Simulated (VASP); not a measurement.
# AlN (Fm-3m) in VASP: notebook

Runs on AlN. Level: r2SCAN+rVV10. Tasks: single point.

Everything below comes from runs of VASP 6.6.1. Logs are shortened: lines on timing, memory, paths and dates and some standing lists are left out, and cuts for length are marked.

## 1. The cell of the first run

Symmetry: Fm-3m, No. 225, cubic system. The conventional cell has a = 4.069 Å, b = 4.069 Å, c = 4.069 Å, α = 90.00°, β = 90.00°, γ = 90.00°. Within 2.7 Å of Al (site symmetry m-3m) lie 6 N at 2.03 Å. N (site symmetry m-3m) has 6 Al at 2.03 Å within 2.7 Å.

## 2. Single point, r2SCAN+rVV10

POSCAR

```
AlN
1.0
    0.0000000000      2.0345180000      2.0345180000
    2.0345180000      0.0000000000      2.0345180000
    2.0345180000      2.0345180000      0.0000000000
Al N
1 1
Direct
    0.5000000000      0.5000000000      0.5000000000
    0.0000000000      0.0000000000      0.0000000000
```

INCAR.step1

```
SYSTEM = AlN
  ALGO = Normal
  EDIFF = 1E-5
  ENCUT = 660
  GGA = PE
  GGA_COMPAT = .FALSE.
  ISMEAR = 0
  LASPH = .TRUE.
  LCHARG = .FALSE.
  LREAL = .FALSE.
  LWAVE = .TRUE.
  NBANDS = 11
  NELM = 120
  PREC = Accurate
  SIGMA = 0.1
```

INCAR.step2

```
SYSTEM = AlN
  ALGO = Normal
  BPARAM = 11.95
  CPARAM = 0.0093
  EDIFF = 1E-6
  ENCUT = 660
  GGA_COMPAT = .FALSE.
  ISIF = 2
  ISMEAR = 0
  ISTART = 1
  IVDW_NL = 2
  LASPH = .TRUE.
  LCHARG = .TRUE.
  LELF = .TRUE.
  LMIXTAU = .TRUE.
  LREAL = .FALSE.
  LUSE_VDW = .TRUE.
  LVHAR = .TRUE.
  LWAVE = .FALSE.
  METAGGA = R2SCAN
  NBANDS = 11
  NELM = 120
  PREC = Accurate
  SIGMA = 0.1
```

KPOINTS

```
k-points
0
G
  8 8 8
  0 0 0
```

Potentials or basis: VASP PAW PBE potentials, release 64 (Al, N).

The run is started by

```
$ cat potpaw_PBE.64/Al/POTCAR potpaw_PBE.64/N/POTCAR > POTCAR
$ cp INCAR.step1 INCAR
$ mpirun -np 1 vasp_std > vasp.out
$ cp INCAR.step2 INCAR
$ mpirun -np 1 vasp_std > vasp.out
```

OUTCAR:

```text
SYSTEM = AlN
   BPARAM = 11.95
   EDIFF = 1E-6
   ENCUT = 660
   ISIF = 2
   ISMEAR = 0
   ISTART = 1
   IVDW_NL = 2
   LASPH = .TRUE.
   LREAL = .FALSE.
   METAGGA = R2SCAN
   NELM = 120
   PREC = Accurate

 ion  position               nearest neighbor table
   1  0.500  0.500  0.500-   2 2.03   2 2.03   2 2.03   2 2.03   2 2.03   2 2.03
   2  0.000  0.000  0.000-   1 2.03   1 2.03   1 2.03   1 2.03   1 2.03   1 2.03

  LATTYP: Found a face centered cubic cell.
 ALAT       =     4.0690360000

  Lattice vectors:

 A1 = (   0.0000000000,   2.0345180000,   2.0345180000)
 A2 = (   2.0345180000,   0.0000000000,   2.0345180000)
 A3 = (   2.0345180000,   2.0345180000,   0.0000000000)

Analysis of symmetry for initial positions (statically):
=====================================================================
 Subroutine PRICEL returns:
 Original cell was already a primitive cell.

 Routine SETGRP: Setting up the symmetry group for a
 face centered cubic supercell.

 Subroutine GETGRP returns: Found 48 space group operations
 (whereof 48 operations were pure point group operations)
 out of a pool of 48 trial point group operations.

The static configuration has the point symmetry O_h .

Analysis of symmetry for dynamics (positions and initial velocities):
=====================================================================
 Subroutine PRICEL returns:
 Original cell was already a primitive cell.

 Routine SETGRP: Setting up the symmetry group for a
 face centered cubic supercell.

 Subroutine GETGRP returns: Found 48 space group operations
 (whereof 48 operations were pure point group operations)
 out of a pool of 48 trial point group operations.

The dynamic configuration has the point symmetry O_h .

 Subroutine INISYM returns: Found 48 space group operations
 (whereof 48 operations are pure point group operations),
 and found     1 'primitive' translations

----------------------------------------------------------------------------------------

                                     Primitive cell

  volume of cell :      16.8428

  direct lattice vectors                    reciprocal lattice vectors
     0.000000000  2.034518000  2.034518000    -0.245758455  0.245758455  0.245758455
     2.034518000  0.000000000  2.034518000     0.245758455 -0.245758455  0.245758455
     2.034518000  2.034518000  0.000000000     0.245758455  0.245758455 -0.245758455

  length of vectors
     2.877242948  2.877242948  2.877242948     0.425666130  0.425666130  0.425666130

  position of ions in fractional coordinates (direct lattice)
     0.500000000  0.500000000  0.500000000
     0.000000000  0.000000000  0.000000000

  ion indices of the primitive-cell ions
   primitive index   ion index
                 1           1
                 2           2

----------------------------------------------------------------------------------------

 KPOINTS: k-points

Automatic generation of k-mesh.
 Grid dimensions read from file:
 generate k-points for:    8    8    8

 Generating k-lattice:

  Cartesian coordinates                     Fractional coordinates (reciprocal lattice)
    -0.030719807  0.030719807  0.030719807     0.125000000  0.000000000  0.000000000
     0.030719807 -0.030719807  0.030719807     0.000000000  0.125000000  0.000000000
     0.030719807  0.030719807 -0.030719807     0.000000000  0.000000000  0.125000000

  Length of vectors
     0.053208266  0.053208266  0.053208266

  Shift w.r.t. Gamma in fractional coordinates (k-lattice)
     0.000000000  0.000000000  0.000000000

 Subroutine IBZKPT returns following result:
 ===========================================

 Found     29 irreducible k-points:

 Following reciprocal coordinates:
            Coordinates               Weight
  0.000000  0.000000  0.000000      1.000000
  0.125000  0.000000  0.000000      8.000000
  0.250000  0.000000  0.000000      8.000000
  0.375000  0.000000  0.000000      8.000000
  0.500000  0.000000  0.000000      4.000000
  0.125000  0.125000  0.000000      6.000000
[... 16 lines left out ...]
  0.500000  0.250000  0.125000     48.000000
 -0.375000  0.250000  0.125000     24.000000
 [... further k-points ...]
   k-points           NKPTS =     29   k-points in BZ     NKDIM =     29   number of bands    NBANDS=     11
   number of dos      NEDOS =    301   number of ions     NIONS =      2
   total plane-waves  NPLWV =  13824
   dimension x,y,z NGX =    24 NGY =   24 NGZ =   24
   dimension x,y,z NGXF=    48 NGYF=   48 NGZF=   48
   ions per type =               1   1
   NGX,Y,Z   is equivalent  to a cutoff of  13.87, 13.87, 13.87 a.u.
   NGXF,Y,Z  is equivalent  to a cutoff of  27.73, 27.73, 27.73 a.u.
 SYSTEM =  AlN
   PREC   = accura    normal or accurate (medium, high low for compatibility)
   ISTART =      1    job   : 0-new  1-cont  2-samecut
   ICHARG =      0    charge: 1-file 2-atom 10-const
   ISPIN  =      1    spin polarized calculation?
   LNONCOLLINEAR =      F non collinear calculations
   LSORBIT =      F    spin-orbit coupling
   LASPH  =      T    aspherical Exc in radial PAW
   ENCUT  =  660.0 eV  48.51 Ry    6.96 a.u.   6.03  6.03  6.03*2*pi/ulx,y,z
   NELM   =    120;   NELMIN=  2; NELMDL=  0     # of ELM steps
   EDIFF  = 0.1E-05   stopping-criterion for ELM
   LREAL  =      F    real-space projection
   EDIFFG = 0.1E-04   stopping-criterion for IOM
   NSW    =      0    number of steps for IOM
   IBRION =     -1    ionic relax: 0-MD 1-quasi-New 2-CG
   NFREE  =      0    steps in history (QN), initial steepest desc. (CG)
   ISIF   =      2    stress and relaxation
   ISYM   =      2    0-nonsym 1-usesym 2-fastsym
   POTIM  = 0.5000    time-step for ionic-motion
   TEBEG  =    0.0;   TEEND  =   0.0 temperature during run
   PSTRESS=    0.0 pullay stress
   NELECT =       8.0000    total number of electrons
   NUPDOWN=      -1.0000    fix difference up-down
   EMIN   =  10.00;   EMAX   =-10.00  energy-range for DOS
   EFERMI =   0.00;   METHOD = LEGACY
   ISMEAR =     0;   SIGMA  =   0.10  broadening in eV -4-tet -1-fermi 0-gaus
   EFERMI_NEDOS =   21; number of points for ismear=-14 and -15
   IALGO  =     38    algorithm
   IMIX   =      4    mixing-type and parameters
     AMIX     =   0.40;   BMIX     =  1.00
     AMIX_MAG =   1.60;   BMIX_MAG =  1.00
  volume/ion in A,a.u.               =       8.42        56.83
  Fermi-wavevector in a.u.,A,eV,Ry     =   1.277321  2.413786 22.198561  1.631548
  Thomas-Fermi vector in A             =   2.409927
   LORBIT       =      0    0 simple, 1 ext, 2 COOP (PROOUT), +10 PAW based schemes
   METAGGA = R2SCAN    functional components
   LHFCALC =     F    Hartree Fock is set to
   AEXX    =    0.0000 exact exchange contribution
   IVDW_NL    =     2    kernel type
   BPARAM     =11.9500
   IVDW    =     0    specifies the selected vdW correction
   LEPSILON=     F    determine dielectric tensor
   LRPA    =     F    only Hartree local field effects (RPA)
 non-spin polarized calculation
 Gauss-broadening in eV      SIGMA  =   0.10
  energy-cutoff  :      660.00
  volume of cell :       16.84
 maximum number of plane-waves:       660
   NGX = 13   NGY = 13   NGZ = 13

 number of electron       7.9999999 magnetization

 Free energy of the ion-electron system (eV)
  ---------------------------------------------------
  ext. energy  EPLUGINS =         0.00000000
  ---------------------------------------------------
  free energy    TOTEN  =       -18.73967030 eV

  energy without entropy =      -18.73967030  energy(sigma->0) =      -18.73967030

 E-fermi :  10.0157     XC(G=0): -12.8085

 val. band max:        9.5265376883   @ k =   0.0000   0.0000   0.0000
 cond. band min:      14.7986915090   @ k =   0.5000   0.5000   0.0000
 fundamental gap:      5.2721538208
 Fermi energy:        10.0156952105

 k-point     1 :       0.0000    0.0000    0.0000
  band No.  band energies     occupation
      1      -8.7103      2.00000
      2       9.5265      2.00000
      3       9.5265      2.00000
      4       9.5265      2.00000
      5      15.7390      0.00000
      6      22.3467      0.00000
      7      22.3467      0.00000
      8      22.3467      0.00000
      9      27.9411      0.00000
     10      27.9411      0.00000
     11      28.0632      0.00000

 k-point     2 :       0.1250    0.0000    0.0000
  band No.  band energies     occupation
      1      -8.3914      2.00000
      2       8.0090      2.00000
      3       9.3343      2.00000
      4       9.3343      2.00000
      5      16.6295      0.00000
      6      21.2760      0.00000
      7      22.7890      0.00000
      8      22.7890      0.00000
      9      26.1876      0.00000
     10      26.1876      0.00000
     11      28.8681      0.00000

 k-point     3 :       0.2500    0.0000    0.0000
  band No.  band energies     occupation
      1      -7.4900      2.00000
      2       5.1252      2.00000
      3       8.9153      2.00000
      4       8.9153      2.00000
      5      17.0224      0.00000
      6      21.4957      0.00000
      7      22.5721      0.00000
      8      22.5721      0.00000
      9      26.5320      0.00000
     10      26.5320      0.00000
     11      27.8332      0.00000
[... 267 lines left out ...]
 k-point    23 :       0.5000    0.2500    0.1250
  band No.  band energies     occupation
      1      -5.6600      2.00000
      2       3.0054      2.00000
      3       6.0244      2.00000
      4       7.7791      2.00000
      5      18.5677      0.00000
      6      19.4301      0.00000
      7      21.1600      0.00000
      8      23.6472      0.00000
      9      27.4264      0.00000
     10      30.7218      0.00000
     11      32.5919      0.00000

 k-point    24 :      -0.3750    0.2500    0.1250
  band No.  band energies     occupation
      1      -5.0561      2.00000
      2       2.0812      2.00000
      3       5.7912      2.00000
      4       7.5122      2.00000
      5      18.6429      0.00000
      6      18.8305      0.00000
      7      22.7625      0.00000
      8      23.1361      0.00000
      9      28.5819      0.00000
     10      29.6633      0.00000
     11      33.1085      0.00000

 [... further k-points ...]

------------------------ aborting loop because EDIFF is reached ----------------------------------------

  FORCE on cell =-STRESS in cart. coord.  units (eV):
  Direction    XX          YY          ZZ          XY          YZ          ZX
  --------------------------------------------------------------------------------------
  -------------------------------------------------------------------------------------
  Total       -0.8030751     -0.8030751     -0.8030751     -0.0000000      0.0000000     -0.0000000
  in kB      -76.3927535    -76.3927535    -76.3927535     -0.0000000      0.0000000     -0.0000000
  external PRESSURE =     -76.3927535 kB  Pullay stress =       0.0000000 kB

 VOLUME and BASIS-vectors are now :
 -----------------------------------------------------------------------------
  energy-cutoff  :      660.00
  volume of cell :       16.84
      direct lattice vectors                 reciprocal lattice vectors
     0.000000000  2.034518000  2.034518000    -0.245758455  0.245758455  0.245758455
     2.034518000  0.000000000  2.034518000     0.245758455 -0.245758455  0.245758455
     2.034518000  2.034518000  0.000000000     0.245758455  0.245758455 -0.245758455

 POSITION                                       TOTAL-FORCE (eV/Angst)
 -----------------------------------------------------------------------------------
      2.03452      2.03452      2.03452         0.000000      0.000000      0.000000
      0.00000      0.00000      0.00000        -0.000000      0.000000     -0.000000
 -----------------------------------------------------------------------------------
    total drift:                                0.000000     -0.000000     -0.000000

  FREE ENERGIE OF THE ION-ELECTRON SYSTEM (eV)
  ---------------------------------------------------
  free  energy   TOTEN  =       -18.7396702998 eV

  energy  without entropy=      -18.7396702998  energy(sigma->0) =      -18.73967030
```

Wall time 65 s (1 thread of Intel Xeon 8259CL, shared host); peak memory 0.21 GiB.

Results:

| Quantity | Value |
| --- | --- |
| Free energy | -18.7397 eV |
| Pressure | -7.6 GPa |
| Band gap on the k mesh | 5.27 eV (least direct gap 6.21 eV) |

Caveat: the cell stands under tension; the PAW data sets were made with another functional, which shifts forces and pressure a little. A k mesh can miss the band edges.

## 3. Single point, r2SCAN+rVV10 (7.46 Å³/atom)

This run uses another cell than the first one, of 7.46 Å³/atom.

POSCAR

```
AlN
1.0
    0.0000000000      1.9541940394      1.9541940394
    1.9541940394      0.0000000000      1.9541940394
    1.9541940394      1.9541940394      0.0000000000
Al N
1 1
Direct
    0.5000000000      0.5000000000      0.5000000000
    0.0000000000      0.0000000000      0.0000000000
```

INCAR.step1

```
PREC     = Accurate       # precision mode
ENCUT    = 660            # plane-wave cutoff, eV
ISMEAR   = 0              # smearing method
SIGMA    = 0.02           # smearing width, eV
LREAL    = False          # projectors in reciprocal space
LASPH    = True           # aspherical terms in the spheres
NELM     = 120            # most SCF steps
NBANDS   = 11             # bands
GGA      = PE             # functional
ALGO     = Normal         # electronic algorithm
EDIFF    = 1E-5           # SCF threshold, eV
LWAVE    = True           # write WAVECAR
LCHARG   = False          # write CHGCAR
GGA_COMPAT= False
```

INCAR.step2

```
PREC     = Accurate       # precision mode
ENCUT    = 660            # plane-wave cutoff, eV
EDIFF    = 1E-6           # SCF threshold, eV
ISMEAR   = 0              # smearing method
SIGMA    = 0.02           # smearing width, eV
LREAL    = False          # projectors in reciprocal space
LASPH    = True           # aspherical terms in the spheres
NELM     = 120            # most SCF steps
ALGO     = Normal         # electronic algorithm
ISIF     = 2              # what is computed and relaxed
LWAVE    = False          # write WAVECAR
LCHARG   = True           # write CHGCAR
METAGGA  = R2SCAN         # meta-GGA
LMIXTAU  = True         
LUSE_VDW = True         
IVDW_NL  = 2            
BPARAM   = 11.95        
CPARAM   = 0.0093       
LELF     = True           # ELF
LVHAR    = True         
NBANDS   = 11             # bands
ISTART   = 1            
GGA_COMPAT= False
```

KPOINTS

```
regular mesh
0
Gamma
  10 10 10
```

Potentials or basis: VASP PAW PBE potentials, release 64 (Al, N).

The run is started by

```
$ cat potpaw_PBE.64/Al/POTCAR potpaw_PBE.64/N/POTCAR > POTCAR
$ cp INCAR.step1 INCAR
$ mpirun -np 1 vasp_std > vasp.out
$ cp INCAR.step2 INCAR
$ mpirun -np 1 vasp_std > vasp.out
```

Wall time 82 s (1 thread of Intel Xeon 8259CL, shared host); peak memory 0.21 GiB.

The run converged. Its results:

```yaml
Free_energy: -18.6215 eV
Pressure: 31.0 GPa
Band_gap_on_the_k_mesh: 5.76 eV (least direct gap 8.11 eV)
```

Levels at points of the mesh, in eV from the valence-band top:
| k point | band 1 | band 2 | band 3 | band 4 | band 5 | band 6 | band 7 | band 8 | band 9 |
| --- | --- | --- | --- | --- | --- | --- | --- | --- | --- |
| (0.00, 0.00, 0.00) | -19.39 | 0.00 | 0.00 | 0.00 | 8.11 | 13.23 | 13.23 | 13.23 | 19.29 |
| (0.50, 0.00, 0.00) | -15.71 | -9.16 | -1.37 | -1.37 | 7.56 | 12.77 | 12.77 | 16.21 | 18.76 |
| (0.50, 0.50, 0.00) | -14.60 | -8.29 | -3.18 | -3.18 | 5.76 | 6.54 | 16.70 | 20.43 | 20.43 |

Caveat: the cell stands under pressure; the PAW data sets were made with another functional, which shifts forces and pressure a little. A k mesh can miss the band edges.
